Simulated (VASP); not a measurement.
Set up this calculation in VASP 6.6.1, as the native input.

```yaml
Task: single point
Functional: PBE exchange alone
Potentials_or_basis: VASP PAW PBE potentials, release 64 (Ga_d, N)
Cutoff: 520 eV
k_mesh: 10 × 10 × 5
Occupations: fermi-dirac, width 0.05 eV
Spin: no spin polarisation
Dipole_correction: no
Further_INCAR_settings: ALGO = Normal; EDIFF = 1e-06; NBANDS = 26
```

The structure of GaN lies in POSCAR:

```
GaN
1.0
    3.2218469041      0.0000000000      0.0000000000
   -1.6109234521      2.7902012661      0.0000000000
    0.0000000000      0.0000000000      5.2339814801
Ga N
2 2
Direct
    0.6666666667      0.3333333333      0.5000000000
    0.3333333333      0.6666666667      0.0000000000
    0.6666666667      0.3333333333      0.8750000000
    0.3333333333      0.6666666667      0.3750000000
```

One way to write it, as run:

INCAR

```
  AGGAC = 0.0
  ALDAC = 0.0
  ALGO = Normal
  EDIFF = 1E-6
  ENCUT = 520
  GGA = PE
  ISIF = 2
  ISMEAR = -1
  LASPH = T
  LCHARG = F
  LREAL = F
  LWAVE = F
  NBANDS = 26
  NELM = 100
  PREC = Accurate
  SIGMA = 0.05
```

KPOINTS

```
k-points
0
Gamma
  10 10 5
```

Potentials or basis: VASP PAW PBE potentials, release 64 (Ga_d, N).

Run with:

```bash
$ cat potpaw_PBE.64/Ga_d/POTCAR potpaw_PBE.64/N/POTCAR > POTCAR
$ mpirun -np 1 vasp_std > vasp.out
```

Results of the run:

The pressure is 18.5 GPa and the largest force is 0.121 eV/Å. The band gap on the k mesh is 1.79 eV.

Caveat: the cell stands under pressure.

Wall time 40 s on 1 thread of Intel(R) Xeon(R) Platinum 8488C (Sapphire Rapids), on a shared host, peak memory 0.18 GiB.
